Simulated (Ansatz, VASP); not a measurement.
Given: the input of a run of VASP 6.6.1 on HfB.

The input INCAR:

```
  PREC = Accurate
  ENCUT = 520
  EDIFF = 1E-7
  ISMEAR = -1
  SIGMA = 0.05
  LREAL = False
  LASPH = True
  NELM = 80
  ALGO = Normal
  ISIF = 2
  LWAVE = False
  LCHARG = False
  NBANDS = 14
```

KPOINTS

```
Automatic mesh
0
Gamma
  10 10 10
```

POSCAR

```
HfB
1.0
    0.0000000000      2.2628439111      2.2628439111
    2.2628439111      0.0000000000      2.2628439111
    2.2628439111      2.2628439111      0.0000000000
Hf B
1 1
Direct
    0.5000000000      0.5000000000      0.5000000000
    0.0000000000      0.0000000000      0.0000000000
```

Potentials or basis: VASP PAW LDA potentials, release 64 (Hf_pv, B).

Command:

```bash
$ cat potpaw_LDA.64/Hf_pv/POTCAR potpaw_LDA.64/B/POTCAR > POTCAR
$ mpirun -np 1 vasp_std > vasp.out
```

**Question.** Set up the same calculation for Ansatz 0.2.0. Potentials there: all-electron LAPW, scalar-relativistic.

**Answer.** As run (the cutoff follows the program's own potentials):

input.yaml

```yaml
crystal:
  lattice:
    - [0.0, 2.2628439111, 2.2628439111]
    - [2.2628439111, 0.0, 2.2628439111]
    - [2.2628439111, 2.2628439111, 0.0]
  atoms:
    - { symbol: Hf, position: [0.5, 0.5, 0.5] }
    - { symbol: B, position: [0.0, 0.0, 0.0] }
kpoints:
  mp_grid: { grid: [10, 10, 10] }
scf:
  occupations: { method: fermi_dirac, width: 0.05 }
hamiltonian:
  xc: lda
  pseudopotentials: { kind: all_electron, lapw: { basis_error: 0.001 } }
output:
  forces: true
  stress: true
  eigenvalues: true
```

Potentials or basis: all-electron LAPW, scalar-relativistic.

Launch:

```console
$ ansatz run input.yaml --threads 1 --pin off --max-ram 3072MiB --backend cpu --events-out ev --progress --plain --runs-dir out
```

Both were run:

|  | VASP | Ansatz | Ansatz less VASP |
| --- | --- | --- | --- |
| gap on the k mesh at the Fermi level (eV) | none | none | - |
| pressure (GPa) | 37.9 | 35.5 | -2.48 |

LDA's correlation is that of Perdew and Zunger in VASP and of Perdew and Wang (1992) in Ansatz. A gap of «none» marks a metal or a gap that the smearing closes. Both programs put the cell under a high pressure, so it lies far from rest at this level. Ansatz ran all-electron here, and VASP with PAW potentials.

Spin-orbit coupling is off throughout.
